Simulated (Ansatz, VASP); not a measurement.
**W2C: VASP beside Ansatz**

Contents of INCAR:

```
SYSTEM = W2C
ALGO     = Normal         ! electronic algorithm
EDIFF    = 1E-6           ! SCF threshold, eV
ENCUT    = 600            ! plane-wave cutoff, eV
GGA      = RE             ! functional
GGA_COMPAT= .False.      
ISIF     = 2              ! what is computed and relaxed
ISMEAR   = -1             ! smearing method
LASPH    = .True.         ! aspherical terms in the spheres
LCHARG   = .True.         ! write CHGCAR
LELF     = .True.         ! ELF
LREAL    = .False.        ! projectors in reciprocal space
LVHAR    = .True.       
LWAVE    = .False.        ! write WAVECAR
NBANDS   = 23             ! bands
NELM     = 120            ! most SCF steps
PREC     = Accurate       ! precision mode
SIGMA    = 0.012          ! smearing width, eV
```

Contents of KPOINTS:

```
k-points
0
Gamma
  6 6 4
  0 0 0
```

File POSCAR:

```
W2C
1.0
    3.0700456420      0.0000000000      0.0000000000
   -1.5350228210      2.6587375167      0.0000000000
    0.0000000000      0.0000000000      4.6784280000
W C
2 1
Direct
    0.3333333333      0.6666666667      0.7463310000
    0.6666666667      0.3333333333      0.2536690000
    0.0000000000      0.0000000000      0.0000000000
```

Input for Ansatz:

```yaml
crystal:
  lattice:
    - [3.070045642, 0.0, 0.0]
    - [-1.535022821, 2.6587375167, 0.0]
    - [0.0, 0.0, 4.678428]
  atoms:
    - { symbol: W, position: [0.3333333333, 0.6666666667, 0.746331] }
    - { symbol: W, position: [0.6666666667, 0.3333333333, 0.253669] }
    - { symbol: C, position: [0.0, 0.0, 0.0] }
  symmetry: { tolerance: 0.001 }
basis:
  ecutwfc: 420
kpoints:
  mp_grid: { grid: [6, 6, 4] }
hamiltonian:
  xc: revpbe
scf:
  occupations: { method: fermi_dirac, width: 0.012 }
output:
  forces: true
  stress: true
  eigenvalues: true
```

Alike in both runs: task single point; functional revPBE; k mesh 6 × 6 × 4; occupations fermi-dirac, width 0.012 eV; no spin polarisation.

|  | VASP | Ansatz |
| --- | --- | --- |
| version | VASP 6.6.1 | Ansatz 0.2.0 |
| potentials or method | VASP PAW PBE potentials, release 64 (W_sv, C), cutoff 600 eV | scalar-relativistic, plane waves, PAW |
| valence electrons in the cell | 32 | 32 |

|  | VASP | Ansatz | Ansatz less VASP |
| --- | --- | --- | --- |
| gap on the k mesh at the Fermi level (eV) | none | none | - |
| pressure (GPa) | 1.6 | 0.9 | -0.71 |
| traceless stress, the component that is largest in VASP (GPa) | -1.09 | -1.07 | +0.025 |
| rms of the force components (eV/Å) | 0.027 | 0.050 | +0.0229 |

VASP's potentials were made for PBE, not for revPBE. Atom by atom the forces differ by 0.023 eV/Å (rms over components). A gap of «none» marks a metal or a gap that the smearing closes. The functional is the same, so the differences come from potentials, cutoffs and numerics.

The k mesh is coarse, so the values compare programs but aren't converged. Neither program's run includes spin-orbit coupling.
